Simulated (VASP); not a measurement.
A run of VASP 6.6.1 is set up as follows.

POSCAR

```
Si
1.0
   10.8600000000      0.0000000000      0.0000000000
    0.0000000000      5.4300000000      0.0000000000
    0.0000000000      0.0000000000      5.4300000000
Si
15
Direct
    0.0005740000      0.9966860000      0.9921590000
    0.0028620000      0.5036580000      0.5014090000
    0.2539240000      0.0032970000      0.4986950000
    0.1204690000      0.2497770000      0.2512250000
    0.1247400000      0.7467910000      0.7517610000
    0.3744750000      0.2449760000      0.7545420000
    0.3679700000      0.7566100000      0.2540310000
    0.5017240000      0.9954420000      0.9968840000
    0.5043080000      0.4982360000      0.5079880000
    0.7511870000      0.9969860000      0.4993270000
    0.7489650000      0.5033010000      0.0024170000
    0.6236760000      0.2419470000      0.2570220000
    0.6274030000      0.7549770000      0.7402560000
    0.8762100000      0.2501360000      0.7411620000
    0.8705500000      0.7615670000      0.2525200000
```

The input INCAR.step1:

```
SYSTEM = Si
PREC = Accurate
ENCUT = 400
EDIFF = 1E-5
ISMEAR = 0
SIGMA = 0.01
LREAL = .False.
LASPH = .True.
NELM = 120
ALGO = Normal
ISIF = 2
LWAVE = .True.
LCHARG = .False.
GGA = PE
NBANDS = 43
GGA_COMPAT = .False.
```

The input INCAR.step2:

```
SYSTEM = Si
PREC = Accurate
ENCUT = 400
EDIFF = 1E-6
ISMEAR = 0
SIGMA = 0.01
LREAL = .False.
LASPH = .True.
NELM = 120
ALGO = Normal
ISIF = 2
LWAVE = .False.
LCHARG = .False.
GGA = PE
LHFCALC = .True.
HFSCREEN = 0.2079
PRECFOCK = Fast
ISTART = 1
NBANDS = 43
GGA_COMPAT = .False.
```

Contents of KPOINTS:

```
regular mesh
0
Gamma
  1 1 1
  0 0 0
```

Potentials or basis: VASP PAW PBE potentials, release 64 (Si).

Command:

```bash
$ cat potpaw_PBE.64/Si/POTCAR > POTCAR
$ cp INCAR.step1 INCAR
$ mpirun -np 1 vasp_gam > vasp.out
$ cp INCAR.step2 INCAR
$ mpirun -np 1 vasp_gam > vasp.out
```

(1) What does it give for the pressure?

(2) Estimate the largest force.

Results:

(1) 1.2 GPa.

(2) 1.739 eV/Å.

Caveat: the k points lie up to 1.16 Å⁻¹ apart, too coarse for converged energies, forces and pressures; the PAW data sets were made with another functional, which shifts forces and pressure a little.
